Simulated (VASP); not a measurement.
Runs of VASP 6.6.1 on Ir. The structure is that of space group I4/mmm (No. 139), or close to it. The cells are those of the table. 

```csv
potentials or basis,cell,cutoff (eV),second run,gap on the mesh (eV),pressure (GPa)
"VASP PAW LDA potentials, release 64 (Ir_sv_GW)","a = 2.696, b = 2.696, c = 2.987 Å, angles 56.4, 56.4, 67.3°, 1 atom",500,valence_matched,none,-19.4
"VASP PAW LDA potentials, release 64 (Ir_sv_GW)","a = 2.711, b = 2.711, c = 2.813 Å, angles 58.7, 58.7, 62.5°, 1 atom",500,valence_matched,none,-18.9
"VASP PAW LDA potentials, release 64 (Ir)","a = 2.642, b = 2.642, c = 2.837 Å, angles 57.5, 57.5, 65.0°, 1 atom",520,-,none,7.5
"VASP PAW LDA potentials, release 64 (Ir_sv_GW)","a = 2.705, b = 2.705, c = 2.489 Å, angles 62.6, 62.6, 54.8°, 1 atom",500,valence_matched,none,47.7
"VASP PAW LDA potentials, release 64 (Ir)","a = 2.627, b = 2.627, c = 2.911 Å, angles 56.4, 56.4, 67.3°, 1 atom",520,-,none,11.9
"VASP PAW LDA potentials, release 64 (Ir_sv_GW)","a = 2.594, b = 2.594, c = 2.786 Å, angles 57.5, 57.5, 65.0°, 1 atom",500,valence_matched,none,(c)
"VASP PAW LDA potentials, release 64 (Ir)","a = 2.569, b = 2.569, c = 2.759 Å, angles 57.5, 57.5, 65.0°, 1 atom",520,-,none,(b)
"VASP PAW LDA potentials, release 64 (Ir)","a = 2.711, b = 2.711, c = 2.813 Å, angles 58.7, 58.7, 62.5°, 1 atom",520,-,none,(a)
```

Alike in all rows: task single point; level LDA; no spin polarisation; k mesh 22 × 22 × 22; smearing gaussian 0.15 eV.

Task: Fill in the values left out.

Result: (a) -15.0; (b) 50.8; (c) 29.0.

Caveats: spin-orbit coupling is left out, which moves the levels of the heavy elements.

A k mesh can miss the band edges, and the runs leave out spin-orbit coupling on Ir.

A gap of «none» marks levels without a gap at the run's occupations.

The runs don't all hold the same shells in valence.
